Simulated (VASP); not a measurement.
Here is a VASP 6.6.1 calculation.

Contents of POSCAR:

```
C
1.0
    0.0000000000      2.1270000000      3.3480000000
    1.2280000000      0.0000000000      3.3480000000
    1.2280000000      2.1270000000      0.0000000000
C
2
Direct
    0.0488541497      0.8615401156      0.4839517971
    0.8333300000      0.1666700000      0.8333300000
```

Contents of INCAR.step1:

```
ALGO = Normal
EDIFF = 1E-4
ENCUT = 520
GGA = PE
ISMEAR = 0
LASPH = T
LCHARG = F
LREAL = F
LWAVE = T
NBANDS = 11
NELM = 80
PREC = Accurate
SIGMA = 0.05
```

File INCAR.step2:

```
ALGO = Normal
EDIFF = 1E-6
ENCUT = 520
ISIF = 2
ISMEAR = 0
ISTART = 1
LASPH = T
LCHARG = F
LMIXTAU = T
LREAL = F
LWAVE = F
METAGGA = R2SCAN
NBANDS = 11
NELM = 80
PREC = Accurate
SIGMA = 0.05
```

The input KPOINTS:

```
k-points
0
Gamma
  14 14 14
```

Potentials or basis: VASP PAW PBE potentials, release 64 (C).

The run is started by

```bash
$ cat potpaw_PBE.64/C/POTCAR > POTCAR
$ cp INCAR.step1 INCAR
$ mpirun -np 1 vasp_std > vasp.out
$ cp INCAR.step2 INCAR
$ mpirun -np 1 vasp_std > vasp.out
```

Question: What does it give for the band gap on the k mesh?

Answer: 0.53 eV (least direct gap 1.12 eV).

Question: Predict the pressure.

Answer: 233.2 GPa.

Question: Predict the largest force.

Answer: 86.897 eV/Å.

Stress tensor (GPa, compression positive):
```
512.54 191.19 219.95
191.19 127.61  72.15
219.95  72.15  59.46
```

Caveat: the cell differs from its parent crystal (atom 1 (C) moved by (+0.600, -0.300) A along [1 1 0] and z); atoms lie so close that the PAW spheres overlap strongly, which falsifies energies and pressures; the stress differs along the axes, from 59 to 513 GPa; the PAW data sets were made with another functional, which shifts forces and pressure a little. A k mesh can miss the band edges.
